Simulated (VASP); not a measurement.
# Be24Cl in VASP: single point with LDA

Aim: the single point of Be24Cl with LDA.

All numbers are computed with VASP 6.6.1; they aren't measurements. Logs are shortened: lines on timing, memory, paths and dates and some standing lists are left out, and cuts for length are marked.

### Step 1. The cell of the first run

The cell holds a slab with vacuum, 25 atoms: a = 4.452 Å, b = 7.033 Å, c = 19.800 Å, α = 90.00°, β = 90.00°, γ = 90.00°.

### Step 2. Single point, LDA

INCAR

```
PREC     = Accurate       # precision mode
ENCUT    = 520            # plane-wave cutoff, eV
EDIFF    = 1E-6           # SCF threshold, eV
ISMEAR   = 0              # smearing method
SIGMA    = 0.1            # smearing width, eV
LREAL    = Auto         
LASPH    = T              # aspherical terms in the spheres
NELM     = 60             # most SCF steps
ALGO     = Normal         # electronic algorithm
ISIF     = 2              # what is computed and relaxed
LWAVE    = F              # write WAVECAR
LCHARG   = T              # write CHGCAR
LDIPOL   = T            
IDIPOL   = 3            
DIPOL    = 0.5 0.5 0.321
LELF     = T              # ELF
LVHAR    = T            
LVACPOTAV= T            
NBANDS   = 46             # bands
```

KPOINTS

```
Automatic mesh
0
Gamma
  6 4 1
```

POSCAR

```
Be24Cl
1.0
    4.4524297778      0.0000000000      0.0000000000
    0.0000000000      7.0331519559      0.0000000000
    0.0000000000      0.0000000000     19.7998741415
Be Cl
24 1
Direct
    0.0000000000      0.3750000000      0.2020214862
    0.0000000000      0.8750000000      0.2020214862
    0.5000000000      0.3750000000      0.2020214862
    0.5000000000      0.8750000000      0.2020214862
    0.2500000000      0.1250000000      0.2344789088
    0.2500000000      0.6250000000      0.2344789088
    0.7500000000      0.1250000000      0.2344789088
    0.7500000000      0.6250000000      0.2344789088
    0.2500000000      0.3750000000      0.2993937541
    0.2500000000      0.8750000000      0.2993937541
    0.7500000000      0.3750000000      0.2993937541
    0.7500000000      0.8750000000      0.2993937541
    0.0000000000      0.1250000000      0.3261495625
    0.0000000000      0.6250000000      0.3261495625
    0.5000000000      0.1250000000      0.3261495625
    0.5000000000      0.6250000000      0.3261495625
    0.0000000000      0.3750000000      0.3969669015
    0.0000000000      0.8750000000      0.3969669015
    0.5000000000      0.3750000000      0.3969669015
    0.5000000000      0.8750000000      0.3969669015
    0.2500000000      0.1250000000      0.4191882273
    0.2500000000      0.6250000000      0.4191882273
    0.7500000000      0.1250000000      0.4191882273
    0.7500000000      0.6250000000      0.4191882273
    0.5000000000      0.1250000000      0.5071625167
```

Potentials or basis: VASP PAW LDA potentials, release 64 (Be, Cl).

Run with:

```console
cat potpaw_LDA.64/Be/POTCAR potpaw_LDA.64/Cl/POTCAR > POTCAR
mpirun -np 1 vasp_std > vasp.out
```

OUTCAR:

```text
PREC = Accurate
   ENCUT = 520
   EDIFF = 1E-6
   ISMEAR = 0
   LREAL = Auto
   LASPH = T
   NELM = 60
   ISIF = 2

 ion  position               nearest neighbor table
   1  0.000  0.375  0.202-   5 2.18   6 2.18   7 2.18   8 2.18   3 2.23   3 2.23  11 2.23   9 2.23

   2  0.000  0.875  0.202-   5 2.18   6 2.18   7 2.18   8 2.18   4 2.23   4 2.23  12 2.23  10 2.23

   3  0.500  0.375  0.202-   5 2.18   6 2.18   7 2.18   8 2.18   1 2.23   1 2.23  11 2.23   9 2.23
[... 39 lines left out ...]
  23  0.750  0.125  0.419-  25 2.07  18 2.13  19 2.13  20 2.13  17 2.13  15 2.15  13 2.15  21 2.23
                            21 2.23
  24  0.750  0.625  0.419-  17 2.13  18 2.13  19 2.13  20 2.13  14 2.15  16 2.15  22 2.23  22 2.23

  25  0.500  0.125  0.507-  21 2.07  23 2.07

  LATTYP: Found a simple orthorhombic cell.
 ALAT       =     4.4524297778
 B/A-ratio  =     1.5796210849
 C/A-ratio  =     4.4469817896

  Lattice vectors:

 A1 = (   4.4524297778,   0.0000000000,   0.0000000000)
 A2 = (   0.0000000000,   7.0331519559,   0.0000000000)
 A3 = (   0.0000000000,   0.0000000000,  19.7998741415)

Analysis of symmetry for initial positions (statically):
=====================================================================
 Subroutine PRICEL returns:
 Original cell was already a primitive cell.

 Routine SETGRP: Setting up the symmetry group for a
 simple orthorhombic supercell.

 Subroutine GETGRP returns: Found  4 space group operations
 (whereof  2 operations were pure point group operations)
 out of a pool of  8 trial point group operations.

The static configuration has the point symmetry C_1h.
 The point group associated with its full space group is C_2v.

Analysis of symmetry for dynamics (positions and initial velocities):
=====================================================================
 Subroutine PRICEL returns:
 Original cell was already a primitive cell.

 Routine SETGRP: Setting up the symmetry group for a
 simple orthorhombic supercell.

 Subroutine GETGRP returns: Found  4 space group operations
 (whereof  2 operations were pure point group operations)
 out of a pool of  8 trial point group operations.

The dynamic configuration has the point symmetry C_1h.
 The point group associated with its full space group is C_2v.

 Subroutine INISYM returns: Found  4 space group operations
[... 137 lines left out ...]
   ISYM   =      2    0-nonsym 1-usesym 2-fastsym
   POTIM  = 0.5000    time-step for ionic-motion
   TEBEG  =    0.0;   TEEND  =   0.0 temperature during run
   PSTRESS=    0.0 pullay stress
   NELECT =      55.0000    total number of electrons
   NUPDOWN=      -1.0000    fix difference up-down
   EMIN   =  10.00;   EMAX   =-10.00  energy-range for DOS
   EFERMI =   0.00;   METHOD = LEGACY
   ISMEAR =     0;   SIGMA  =   0.10  broadening in eV -4-tet -1-fermi 0-gaus
   EFERMI_NEDOS =   21; number of points for ismear=-14 and -15
   IALGO  =     38    algorithm
   IMIX   =      4    mixing-type and parameters
     AMIX     =   0.40;   BMIX     =  1.00
     AMIX_MAG =   1.60;   BMIX_MAG =  1.00
  volume/ion in A,a.u.               =      24.80       167.37
  Fermi-wavevector in a.u.,A,eV,Ry     =   0.730117  1.379721  7.252872  0.533071
  Thomas-Fermi vector in A             =   1.822008
   LORBIT       =      0    0 simple, 1 ext, 2 COOP (PROOUT), +10 PAW based schemes
   GGA     = CA    functional components
   LHFCALC =     F    Hartree Fock is set to
   AEXX    =    0.0000 exact exchange contribution
   IVDW    =     0    specifies the selected vdW correction
   LEPSILON=     F    determine dielectric tensor
   LRPA    =     F    only Hartree local field effects (RPA)
 non-spin polarized calculation
 Gauss-broadening in eV      SIGMA  =   0.10
  energy-cutoff  :      520.00
  volume of cell :      620.03
 maximum number of plane-waves:     16734
 NGX is ok and might be reduce to    36
   NGX = 17   NGY = 27   NGZ = 73

 dipolmoment           0.000000      0.000000     -0.053208 electrons x Angstroem

 number of electron      54.9999997 magnetization

 dipolmoment           0.000000      0.000000      0.137751 electrons x Angstroem

 Free energy of the ion-electron system (eV)
  ---------------------------------------------------
  ext. energy  EPLUGINS =         0.00000000
  ---------------------------------------------------
  free energy    TOTEN  =       -96.97354331 eV

  energy without entropy =      -96.95992501  energy(sigma->0) =      -96.96673416

 E-fermi :  -1.1702     XC(G=0):  -4.4539

 val. band max:       -1.2061535970   @ k =   0.5000   0.5000   0.0000
 cond. band min:      -1.0939594980   @ k =   0.5000   0.5000   0.0000
 fundamental gap:      0.1121940990
 Fermi energy:        -1.1701678093

 k-point     1 :       0.0000    0.0000    0.0000
  band No.  band energies     occupation
      1     -17.1135      2.00000
      2     -11.4944      2.00000
      3      -9.4483      2.00000
      4      -9.3573      2.00000
      5      -9.3556      2.00000
      6      -7.4850      2.00000
[... 493 lines left out ...]
     38       3.5227      0.00000
     39       3.7526      0.00000
 [bands above 39 left out]

------------------------ aborting loop because EDIFF is reached ----------------------------------------

  FORCE on cell =-STRESS in cart. coord.  units (eV):
  Direction    XX          YY          ZZ          XY          YZ          ZX
  --------------------------------------------------------------------------------------
  -------------------------------------------------------------------------------------
  Total        1.6391804     -3.8983652     -0.1113121      0.0000000      0.0000000      0.0000000
  in kB        4.2357256    -10.0735744     -0.2876361      0.0000000      0.0000000      0.0000000
  external PRESSURE =      -2.0418283 kB  Pullay stress =       0.0000000 kB

 VOLUME and BASIS-vectors are now :
 -----------------------------------------------------------------------------
  energy-cutoff  :      520.00
  volume of cell :      620.03
      direct lattice vectors                 reciprocal lattice vectors
     4.452429778  0.000000000  0.000000000     0.224596468  0.000000000  0.000000000
     0.000000000  7.033151956  0.000000000     0.000000000  0.142183761  0.000000000
     0.000000000  0.000000000 19.799874141     0.000000000  0.000000000  0.050505372

 POSITION                                       TOTAL-FORCE (eV/Angst)
 -----------------------------------------------------------------------------------
      0.00000      2.63743      4.00000         0.000000     -0.054917      0.548862
      0.00000      6.15401      4.00000         0.000000      0.054917      0.548862
      2.22621      2.63743      4.00000         0.000000      0.152330      0.611887
      2.22621      6.15401      4.00000         0.000000     -0.152330      0.611887
      1.11311      0.87914      4.64265        -0.038242      0.000000     -0.592658
      1.11311      4.39572      4.64265         0.028092     -0.000000     -0.816137
[... 17 lines left out ...]
      3.33932      4.39572      8.29987         0.003652      0.000000      0.038239
      2.22621      0.87914     10.04175         0.000000      0.000000      0.004247
 -----------------------------------------------------------------------------------
    total drift:                                0.000000     -0.000000     -0.002571

  FREE ENERGIE OF THE ION-ELECTRON SYSTEM (eV)
  ---------------------------------------------------
  free  energy   TOTEN  =       -96.9735433053 eV

  energy  without entropy=      -96.9599250075  energy(sigma->0) =      -96.96673416

 vacuum level on the upper side and lower side of the slab         4.097         3.301
```

OSZICAR:

```text
N       E                     dE             d eps       ncg     rms          rms(c)
DAV:   1     0.237337104434E+03    0.23734E+03   -0.18418E+04  1104   0.881E+02
DAV:   2    -0.797512679636E+02   -0.31709E+03   -0.30438E+03  1546   0.184E+02
[... 20 lines left out ...]
DAV:  23    -0.969735231165E+02   -0.30270E-04   -0.33444E-06  1366   0.546E-03    0.478E-03
DAV:  24    -0.969735330098E+02   -0.98933E-05   -0.75472E-07  1066   0.253E-03    0.759E-04
DAV:  25    -0.969735382487E+02   -0.52389E-05   -0.27616E-07  1046   0.143E-03    0.548E-04
DAV:  26    -0.969735416570E+02   -0.34083E-05   -0.21227E-07   996   0.996E-04    0.781E-04
DAV:  27    -0.969735430003E+02   -0.13433E-05   -0.75674E-08  1036   0.652E-04    0.375E-04
DAV:  28    -0.969735433053E+02   -0.30500E-06   -0.24978E-08   942   0.472E-04
   1 F= -.96973543E+02 E0= -.96966734E+02  d E =-.136183E-01
```

Run time: 7 min. Hardware: 1 thread of Intel Xeon 6975P-C (Granite Rapids), shared host; peak memory 0.58 GiB.

Results:

- Free energy: -96.9735 eV
- Largest force: 0.817 eV/Å
- Band gap on the k mesh: zero (an odd number of electrons rules out a gap without spin polarisation)

Forces on the atoms (eV/Å):
```
Be   0.000 -0.055  0.549
Be   0.000  0.055  0.549
Be   0.000  0.152  0.612
Be   0.000 -0.152  0.612
Be  -0.038  0.000 -0.593
Be   0.028  0.000 -0.816
Be   0.038  0.000 -0.593
Be  -0.028  0.000 -0.816
Be  -0.057  0.093  0.029
Be  -0.057 -0.093  0.029
Be   0.057  0.093  0.029
Be   0.057 -0.093  0.029
Be   0.000  0.000  0.195
Be   0.000  0.000  0.066
Be   0.000  0.000  0.364
Be   0.000  0.000 -0.187
Be   0.000  0.354 -0.342
Be   0.000 -0.354 -0.342
Be   0.000  0.573 -0.408
Be   0.000 -0.573 -0.408
Be   0.191  0.000  0.680
Be  -0.004  0.000  0.038
Be  -0.191  0.000  0.680
Be   0.004  0.000  0.038
Cl   0.000  0.000  0.004
```

The gap in the log of VASP goes by the Fermi energy; the results here count the filled bands.